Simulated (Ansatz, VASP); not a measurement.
# WC in VASP and in Ansatz

```
W C
1.0
     0.00000    2.20091    2.20091
     2.19268    0.00822    2.19268
     2.19268    2.19268    0.00822
W C
1 1
Direct
  0.00000 0.00000 0.00000
  0.50000 0.50000 0.50000
```

Change from the starting cell: strain +0.0075 x Voigt [0, 0, 0, 1, 0, 0], atoms carried along.

Alike in both runs: task single point; functional r2SCAN; k mesh 18 × 18 × 18; occupations gaussian, width 0.15 eV; no spin polarisation.

```csv
,VASP,Ansatz
version,VASP 6.6.1,Ansatz 0.2.0
potentials or method,"VASP PAW PBE potentials, release 64 (W_sv, C), cutoff 520 eV","scalar-relativistic, plane waves, PAW"
valence electrons in the cell,18,18
```

|  | VASP | Ansatz | Ansatz less VASP |
| --- | --- | --- | --- |
| gap on the k mesh at the Fermi level (eV) | none | none | - |
| pressure (GPa) | -3.7 | -5.2 | -1.59 |
| traceless stress, the component that is largest in VASP (GPa) | -1.16 | -1.16 | -0.001 |

VASP's potentials were made for PBE, not for r2SCAN. A gap of «none» marks a metal or a gap that the smearing closes.

Neither program's run includes spin-orbit coupling.
